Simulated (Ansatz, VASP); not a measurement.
One calculation of KCl, two programs

```xyz
2
Lattice="0.0000 3.1561 3.1561 3.1561 0.0000 3.1561 3.1561 3.1561 0.0000" Properties=species:S:1:pos:R:3 pbc="T T T"
K     0.0000    0.0000    0.1500
Cl    3.1561    3.1561    3.1561
```

Alike in both runs: task single point; functional PBE; k mesh 6 × 6 × 6; occupations gaussian, width 0.02 eV; no spin polarisation.

|  | VASP | Ansatz |
| --- | --- | --- |
| version | VASP 6.6.1 | Ansatz 0.2.0 |
| potentials or method | VASP PAW PBE potentials, release 64 (K_sv, Cl) | scalar-relativistic, plane waves, norm-conserving potentials |
| plane-wave cutoff (eV) | 520 | 1007 |
| valence electrons in the cell | 16 | 16 |

Ansatz gave:

```
gap on the k mesh at the Fermi level (eV)                     : 5.16
pressure (GPa)                                                : 0.7
traceless stress, the component that is largest in VASP (GPa) : 0.38
rms of the force components (eV/Å)                            : 0.118
```

Problem. Estimate VASP's values.

Solution. gap on the k mesh at the Fermi level (eV): 5.16; pressure (GPa): 0.8; traceless stress, the component that is largest in VASP (GPa): 0.39; rms of the force components (eV/Å): 0.120.

Atom by atom the forces differ by 0.002 eV/Å (rms over components).
